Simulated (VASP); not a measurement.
# SiNi (P2_13) in VASP: further runs

Runs on SiNi. Level: PBEsol. Tasks: relaxation of the atoms.

Program: VASP 6.6.1. These are calculated values, not measurements. Logs are shortened: lines on timing, memory, paths and dates and some standing lists are left out, and cuts for length are marked.

## 1. The cell of the first run

The structure is cubic, space group P2_13 (No. 198). Conventional cell: a = 4.612 Å, b = 4.612 Å, c = 4.612 Å, α = 90.00°, β = 90.00°, γ = 90.00°. Si (site symmetry 3) has 7 Ni at 2.41 to 2.51 Å and 6 Si at 2.85 Å within 3.2 Å. Ni (site symmetry 3) has 7 Si at 2.41 to 2.51 Å and 6 Ni at 2.84 Å within 3.2 Å.

## 2. Relaxation of the atoms, PBEsol (12.26 Å³/atom)

File INCAR:

```
PREC = Accurate
ENCUT = 520
EDIFF = 1E-7
ISMEAR = 0
SIGMA = 0.1
LREAL = False
LASPH = True
NELM = 80
ALGO = Fast
ISIF = 2
LWAVE = False
LCHARG = False
GGA = PS
IBRION = 2
NSW = 50
EDIFFG = -0.01
```

File KPOINTS:

```
regular mesh
0
Gamma
  8 8 8
```

File POSCAR:

```
SiNi
1.0
    4.6122037547      0.0000000000      0.0000000000
    0.0000000000      4.6122037547      0.0000000000
    0.0000000000      0.0000000000      4.6122037547
Si Ni
4 4
Direct
    0.8459158406      0.8459158406      0.8459158406
    0.6540841594      0.1540841594      0.3459158406
    0.3459158406      0.6540841594      0.1540841594
    0.1540841594      0.3459158406      0.6540841594
    0.1473946238      0.1473946238      0.1473946238
    0.3526053762      0.8526053762      0.6473946238
    0.6473946238      0.3526053762      0.8526053762
    0.8526053762      0.6473946238      0.3526053762
```

Potentials or basis: VASP PAW PBE potentials, release 64 (Si, Ni).

Command:

```sh
> cat potpaw_PBE.64/Si/POTCAR potpaw_PBE.64/Ni/POTCAR > POTCAR
> mpirun -np 1 vasp_std > vasp.out
```

OUTCAR:

```text
PREC = Accurate
   ENCUT = 520
   EDIFF = 1E-7
   ISMEAR = 0
   LREAL = False
   LASPH = True
   NELM = 80
   ISIF = 2
   GGA = PS
   IBRION = 2
   NSW = 50
   EDIFFG = -0.01

 ion  position               nearest neighbor table
   1  0.846  0.846  0.846-   5 2.41   6 2.45   7 2.45   8 2.45   7 2.51   8 2.51   6 2.51   3 2.85
                             4 2.85   2 2.85   2 2.85   4 2.85   3 2.85
   2  0.654  0.154  0.346-   6 2.41   5 2.45   7 2.45   8 2.45   7 2.51   8 2.51   5 2.51   1 2.85
                             1 2.85   3 2.85   3 2.85   4 2.85   4 2.85
   3  0.346  0.654  0.154-   7 2.41   6 2.45   5 2.45   8 2.45   8 2.51   6 2.51   5 2.51   1 2.85
                             4 2.85   2 2.85   2 2.85   4 2.85   1 2.85
   4  0.154  0.346  0.654-   8 2.41   6 2.45   7 2.45   5 2.45   6 2.51   5 2.51   7 2.51   1 2.85
                             3 2.85   2 2.85   1 2.85   2 2.85   3 2.85
   5  0.147  0.147  0.147-   1 2.41   2 2.45   3 2.45   4 2.45   3 2.51   4 2.51   2 2.51   6 2.84
                             7 2.84   8 2.84   6 2.84   8 2.84   7 2.84
   6  0.353  0.853  0.647-   2 2.41   1 2.45   3 2.45   4 2.45   3 2.51   4 2.51   1 2.51   8 2.84
                             5 2.84   5 2.84   7 2.84   7 2.84   8 2.84
   7  0.647  0.353  0.853-   3 2.41   2 2.45   1 2.45   4 2.45   4 2.51   2 2.51   1 2.51   8 2.84
                             5 2.84   8 2.84   6 2.84   6 2.84   5 2.84
   8  0.853  0.647  0.353-   4 2.41   2 2.45   3 2.45   1 2.45   2 2.51   1 2.51   3 2.51   7 2.84
                             5 2.84   7 2.84   5 2.84   6 2.84   6 2.84

  LATTYP: Found a simple cubic cell.
 ALAT       =     4.6122037547

  Lattice vectors:

 A1 = (   4.6122037547,   0.0000000000,   0.0000000000)
 A2 = (   0.0000000000,   4.6122037547,   0.0000000000)
 A3 = (   0.0000000000,   0.0000000000,   4.6122037547)

Analysis of symmetry for initial positions (statically):
=====================================================================
 Subroutine PRICEL returns:
 Original cell was already a primitive cell.

 Routine SETGRP: Setting up the symmetry group for a
 simple cubic supercell.

 Subroutine GETGRP returns: Found 12 space group operations
 (whereof  3 operations were pure point group operations)
 out of a pool of 48 trial point group operations.

The static configuration has the point symmetry C_3 .
 The point group associated with its full space group is T   .

Analysis of symmetry for dynamics (positions and initial velocities):
=====================================================================
 Subroutine PRICEL returns:
 Original cell was already a primitive cell.

 Routine SETGRP: Setting up the symmetry group for a
 simple cubic supercell.

 Subroutine GETGRP returns: Found 12 space group operations
 (whereof  3 operations were pure point group operations)
 out of a pool of 48 trial point group operations.

The dynamic configuration has the point symmetry C_3 .
 The point group associated with its full space group is T   .

 Subroutine INISYM returns: Found 12 space group operations
 (whereof  3 operations are pure point group operations),
 and found     1 'primitive' translations

----------------------------------------------------------------------------------------

                                     Primitive cell

  volume of cell :      98.1128

  direct lattice vectors                    reciprocal lattice vectors
     4.612203755  0.000000000  0.000000000     0.216816093  0.000000000  0.000000000
     0.000000000  4.612203755  0.000000000     0.000000000  0.216816093  0.000000000
     0.000000000  0.000000000  4.612203755     0.000000000  0.000000000  0.216816093

  length of vectors
     4.612203755  4.612203755  4.612203755     0.216816093  0.216816093  0.216816093

  position of ions in fractional coordinates (direct lattice)
     0.845915841  0.845915841  0.845915841
     0.654084159  0.154084159  0.345915841
     0.345915841  0.654084159  0.154084159
     0.154084159  0.345915841  0.654084159
     0.147394624  0.147394624  0.147394624
     0.352605376  0.852605376  0.647394624
     0.647394624  0.352605376  0.852605376
     0.852605376  0.647394624  0.352605376

  ion indices of the primitive-cell ions
   primitive index   ion index
                 1           1
                 2           2
                 3           3
                 4           4
                 5           5
                 6           6
                 7           7
                 8           8

----------------------------------------------------------------------------------------

 KPOINTS: regular mesh

Automatic generation of k-mesh.
 Grid dimensions read from file:
 generate k-points for:    8    8    8

 Generating k-lattice:

  Cartesian coordinates                     Fractional coordinates (reciprocal lattice)
     0.027102012  0.000000000  0.000000000     0.125000000  0.000000000  0.000000000
     0.000000000  0.027102012  0.000000000     0.000000000  0.125000000  0.000000000
     0.000000000  0.000000000  0.027102012     0.000000000  0.000000000  0.125000000

  Length of vectors
     0.027102012  0.027102012  0.027102012

  Shift w.r.t. Gamma in fractional coordinates (k-lattice)
     0.000000000  0.000000000  0.000000000

 Subroutine IBZKPT returns following result:
 ===========================================

 Found     45 irreducible k-points:

 Following reciprocal coordinates:
            Coordinates               Weight
  0.000000  0.000000  0.000000      1.000000
  0.125000  0.000000  0.000000      6.000000
  0.250000  0.000000  0.000000      6.000000
  0.375000  0.000000  0.000000      6.000000
  0.500000  0.000000  0.000000      3.000000
  0.125000  0.125000  0.000000     12.000000
[... 16 lines left out ...]
  0.250000  0.125000  0.125000     24.000000
  0.375000  0.125000  0.125000     24.000000
 [... further k-points ...]
   k-points           NKPTS =     45   k-points in BZ     NKDIM =     45   number of bands    NBANDS=     33
   number of dos      NEDOS =    301   number of ions     NIONS =      8
   total plane-waves  NPLWV =  46656
   dimension x,y,z NGX =    36 NGY =   36 NGZ =   36
   dimension x,y,z NGXF=    72 NGYF=   72 NGZF=   72
   ions per type =               4   4
   NGX,Y,Z   is equivalent  to a cutoff of  12.98, 12.98, 12.98 a.u.
   NGXF,Y,Z  is equivalent  to a cutoff of  25.95, 25.95, 25.95 a.u.
 SYSTEM =  unknown system
   PREC   = accura    normal or accurate (medium, high low for compatibility)
   ISTART =      0    job   : 0-new  1-cont  2-samecut
   ICHARG =      2    charge: 1-file 2-atom 10-const
   ISPIN  =      1    spin polarized calculation?
   LNONCOLLINEAR =      F non collinear calculations
   LSORBIT =      F    spin-orbit coupling
   LASPH  =      T    aspherical Exc in radial PAW
   ENCUT  =  520.0 eV  38.22 Ry    6.18 a.u.   8.58  8.58  8.58*2*pi/ulx,y,z
   NELM   =     80;   NELMIN=  2; NELMDL= -5     # of ELM steps
   EDIFF  = 0.1E-06   stopping-criterion for ELM
   LREAL  =      F    real-space projection
   EDIFFG = -.1E-01   stopping-criterion for IOM
   NSW    =     50    number of steps for IOM
   IBRION =      2    ionic relax: 0-MD 1-quasi-New 2-CG
   NFREE  =      1    steps in history (QN), initial steepest desc. (CG)
   ISIF   =      2    stress and relaxation
   ISYM   =      2    0-nonsym 1-usesym 2-fastsym
   POTIM  = 0.5000    time-step for ionic-motion
   TEBEG  =    0.0;   TEEND  =   0.0 temperature during run
   PSTRESS=    0.0 pullay stress
   NELECT =      56.0000    total number of electrons
   NUPDOWN=      -1.0000    fix difference up-down
   EMIN   =  10.00;   EMAX   =-10.00  energy-range for DOS
   EFERMI =   0.00;   METHOD = LEGACY
   ISMEAR =     0;   SIGMA  =   0.10  broadening in eV -4-tet -1-fermi 0-gaus
   EFERMI_NEDOS =   21; number of points for ismear=-14 and -15
   IALGO  =     68    algorithm
   IMIX   =      4    mixing-type and parameters
     AMIX     =   0.40;   BMIX     =  1.00
     AMIX_MAG =   1.60;   BMIX_MAG =  1.00
  volume/ion in A,a.u.               =      12.26        82.76
  Fermi-wavevector in a.u.,A,eV,Ry     =   1.357987  2.566224 25.090903  1.844129
  Thomas-Fermi vector in A             =   2.484859
   LORBIT       =      0    0 simple, 1 ext, 2 COOP (PROOUT), +10 PAW based schemes
   GGA     = PS    functional components
   LHFCALC =     F    Hartree Fock is set to
   AEXX    =    0.0000 exact exchange contribution
   IVDW    =     0    specifies the selected vdW correction
   LEPSILON=     F    determine dielectric tensor
   LRPA    =     F    only Hartree local field effects (RPA)
 conjugate gradient relaxation of ions
 non-spin polarized calculation
 RMM-DIIS sequential band-by-band and
 Gauss-broadening in eV      SIGMA  =   0.10
  energy-cutoff  :      520.00
  volume of cell :       98.11
 maximum number of plane-waves:      2680
 NGX is ok and might be reduce to    36
   NGX = 17   NGY = 17   NGZ = 17

--------------------------------------- Ionic step        1  -------------------------------------------

 number of electron      55.9999938 magnetization

 Free energy of the ion-electron system (eV)
  ---------------------------------------------------
  ext. energy  EPLUGINS =         0.00000000
  ---------------------------------------------------
  free energy    TOTEN  =       -51.13830838 eV

  energy without entropy =      -51.12657039  energy(sigma->0) =      -51.13243938

------------------------ aborting loop because EDIFF is reached ----------------------------------------

  FORCE on cell =-STRESS in cart. coord.  units (eV):
  Direction    XX          YY          ZZ          XY          YZ          ZX
  --------------------------------------------------------------------------------------
  -------------------------------------------------------------------------------------
  Total       -9.2322694     -9.2322694     -9.2322694     -0.0000000      0.0000000      0.0000000
  in kB     -150.7625914   -150.7625914   -150.7625914     -0.0000000      0.0000000      0.0000000
  external PRESSURE =    -150.7625914 kB  Pullay stress =       0.0000000 kB
[... 195 lines left out ...]
  energy  without entropy=      -51.1276000789  energy(sigma->0) =      -51.13344652

--------------------------------------- Ionic step        6  -------------------------------------------

 number of electron      55.9999914 magnetization

 Free energy of the ion-electron system (eV)
  ---------------------------------------------------
  ext. energy  EPLUGINS =         0.00000000
  ---------------------------------------------------
  free energy    TOTEN  =       -51.13935305 eV

  energy without entropy =      -51.12766234  energy(sigma->0) =      -51.13350770

 E-fermi :  10.6376     XC(G=0): -12.3190

 val. band max:       10.6339809856   @ k =   0.2500   0.0000   0.0000
 cond. band min:      10.6720644805   @ k =   0.2500   0.1250   0.0000
 fundamental gap:      0.0380834948
 Fermi energy:        10.6375762508

 k-point     1 :       0.0000    0.0000    0.0000
  band No.  band energies     occupation
      1      -2.7902      2.00000
      2       2.3555      2.00000
      3       2.3555      2.00000
      4       2.3555      2.00000
      5       4.8768      2.00000
      6       4.8768      2.00000
[... 853 lines left out ...]
     32      12.3247      0.00000
     33      12.6566      0.00000

 [... further k-points ...]

------------------------ aborting loop because EDIFF is reached ----------------------------------------

  FORCE on cell =-STRESS in cart. coord.  units (eV):
  Direction    XX          YY          ZZ          XY          YZ          ZX
  --------------------------------------------------------------------------------------
  -------------------------------------------------------------------------------------
  Total       -9.1337997     -9.1337997     -9.1337997     -0.0000000     -0.0000000      0.0000000
  in kB     -149.1545865   -149.1545865   -149.1545865     -0.0000000     -0.0000000      0.0000000
  external PRESSURE =    -149.1545865 kB  Pullay stress =       0.0000000 kB
[... 23 lines left out ...]
  FREE ENERGIE OF THE ION-ELECTRON SYSTEM (eV)
  ---------------------------------------------------
  free  energy   TOTEN  =       -51.1393530514 eV

  energy  without entropy=      -51.1276623397  energy(sigma->0) =      -51.13350770

 reached required accuracy - stopping structural energy minimisation
```

It took 9.8 min on 1 thread of Oxide Virtual Turin-like, shared host; peak memory 0.25 GiB.

Results:

- Free energy: -51.1394 eV
- Energy gained by relaxing: 0.1 meV/atom
- Ionic steps: 6
- Pressure after relaxing: -14.9 GPa
- Largest force after relaxing: 0.006 eV/Å
- Band gap on the k mesh: zero (bands 28 and 29 overlap by 1.07 eV)

Forces in eV/Å, atoms in the order of the input:
```
Si   0.004  0.004  0.004
Si  -0.004 -0.004  0.004
Si   0.004 -0.004 -0.004
Si  -0.004  0.004 -0.004
Ni  -0.003 -0.003 -0.003
Ni   0.003  0.003 -0.003
Ni  -0.003  0.003  0.003
Ni   0.003 -0.003  0.003
```

The path:
| step | energy change (eV) | largest force (eV/Å) | pressure (GPa) |
| --- | --- | --- | --- |
| 1 | 0.0000 | 0.0295 | -15.08 |
| 2 | -0.0003 | 0.0269 | -15.01 |
| 3 | -0.0007 | 0.0197 | -14.95 |
| 4 | -0.0008 | 0.0191 | -14.93 |
| 5 | -0.0010 | 0.0109 | -14.94 |
| 6 | -0.0010 | 0.0062 | -14.92 |

Final structure:
```xyz
8
Lattice="4.6122 0.0000 0.0000 0.0000 4.6122 0.0000 0.0000 0.0000 4.6122" Properties=species:S:1:pos:R:3 pbc="T T T"
Si    3.8984    3.8984    3.8984
Si    3.0199    0.7138    1.5923
Si    1.5923    3.0199    0.7138
Si    0.7138    1.5923    3.0199
Ni    0.6730    0.6730    0.6730
Ni    1.6331    3.9392    2.9791
Ni    2.9791    1.6331    3.9392
Ni    3.9392    2.9791    1.6331
```

Levels at points of the mesh, in eV from the Fermi level:
```csv
k point,band 26,band 27,band 28,band 29,band 30,band 31
"(0.00, 0.00, 0.00)",-1.38,-1.38,0.89,0.89,0.89,1.44
"(0.50, 0.00, 0.00)",-1.71,-0.46,-0.46,-0.18,-0.18,2.63
"(0.50, 0.50, 0.00)",-1.29,-0.82,-0.82,0.30,0.30,0.86
"(0.50, 0.50, 0.50)",-1.52,-1.52,-1.52,3.88,3.88,3.88
```

Caveat: the PAW data sets were made with another functional, which shifts forces and pressure a little. Spin polarisation is off, so any magnetic state and its effect on volume and gap are missing.

## 3. Relaxation of the atoms, PBEsol (11.82 Å³/atom)

This run uses another cell than the first one, of 11.82 Å³/atom.

File INCAR:

```
SYSTEM = SiNi
  ALGO = Fast
  EDIFF = 1E-6
  EDIFFG = -0.01
  ENCUT = 520
  GGA = PS
  IBRION = 2
  ISIF = 2
  ISMEAR = 0
  LASPH = .TRUE.
  LCHARG = .FALSE.
  LREAL = .FALSE.
  LWAVE = .FALSE.
  NELM = 60
  NSW = 50
  PREC = Accurate
  SIGMA = 0.1
```

File KPOINTS:

```
k-points
0
G
  8 8 8
  0 0 0
```

File POSCAR:

```
SiNi
1.0
    4.5556065814      0.0000000000      0.0000000000
    0.0000000000      4.5556065814      0.0000000000
    0.0000000000      0.0000000000      4.5556065814
Si Ni
4 4
Direct
    0.8463998502      0.8463998502      0.8463998502
    0.6536001498      0.1536001498      0.3463998502
    0.3463998502      0.6536001498      0.1536001498
    0.1536001498      0.3463998502      0.6536001498
    0.1489181822      0.1489181822      0.1489181822
    0.3510818178      0.8510818178      0.6489181822
    0.6489181822      0.3510818178      0.8510818178
    0.8510818178      0.6489181822      0.3510818178
```

Potentials or basis: VASP PAW PBE potentials, release 64 (Si, Ni).

Command:

```sh
> cat potpaw_PBE.64/Si/POTCAR potpaw_PBE.64/Ni/POTCAR > POTCAR
> mpirun -np 1 vasp_std > vasp.out
```

Wall time 9.1 min (1 thread of Oxide Virtual Turin-like, shared host); peak memory 0.25 GiB.

The run converged. Its results:

```yaml
Free_energy: -51.4180 eV
Energy_gained_by_relaxing: 0.1 meV/atom
Ionic_steps: 6
Pressure_after_relaxing: -9.9 GPa
Largest_force_after_relaxing: 0.007 eV/Å
Band_gap_on_the_k_mesh: zero (bands 28 and 29 overlap by 1.13 eV)
```

Forces in eV/Å, atoms in the order of the input:
```
Si   0.004  0.004  0.004
Si  -0.004 -0.004  0.004
Si   0.004 -0.004 -0.004
Si  -0.004  0.004 -0.004
Ni  -0.003 -0.003 -0.003
Ni   0.003  0.003 -0.003
Ni  -0.003  0.003  0.003
Ni   0.003 -0.003  0.003
```

Step by step:
| step | energy change (eV) | largest force (eV/Å) | pressure (GPa) |
| --- | --- | --- | --- |
| 1 | 0.0000 | 0.0350 | -10.48 |
| 2 | -0.0003 | 0.0280 | -10.04 |
| 3 | -0.0007 | 0.0204 | -9.97 |
| 4 | -0.0007 | 0.0315 | -9.93 |
| 5 | -0.0008 | 0.0160 | -9.89 |
| 6 | -0.0009 | 0.0071 | -9.92 |

Final structure:
```
CELL_PARAMETERS angstrom
4.55561 0.00000 0.00000
0.00000 4.55561 0.00000
0.00000 0.00000 4.55561
ATOMIC_POSITIONS crystal
Si 0.84582 0.84582 0.84582
Si 0.65418 0.15418 0.34582
Si 0.34582 0.65418 0.15418
Si 0.15418 0.34582 0.65418
Ni 0.14778 0.14778 0.14778
Ni 0.35222 0.85222 0.64778
Ni 0.64778 0.35222 0.85222
Ni 0.85222 0.64778 0.35222
```

Levels at points of the mesh, in eV from the Fermi level:
```
           k point  band 24  band 25  band 26  band 27  band 28  band 29  band 30  band 31  band 32  band 33
(0.00, 0.00, 0.00)    -2.09    -1.48    -1.48    -1.48     0.95     0.95     0.95     1.42     1.42     2.02
(0.50, 0.00, 0.00)    -1.97    -1.84    -1.84    -0.52    -0.52    -0.18    -0.18     2.70     2.70     2.87
(0.50, 0.50, 0.00)    -2.24    -1.39    -1.39    -0.88    -0.88     0.33     0.33     0.87     0.87     3.89
(0.50, 0.50, 0.50)    -2.46    -1.64    -1.64    -1.64    -1.64     4.04     4.04     4.04     4.04     4.45
```

Caveat: the PAW data sets were made with another functional, which shifts forces and pressure a little.

The gap in the log of VASP goes by the Fermi energy; the results here count the filled bands.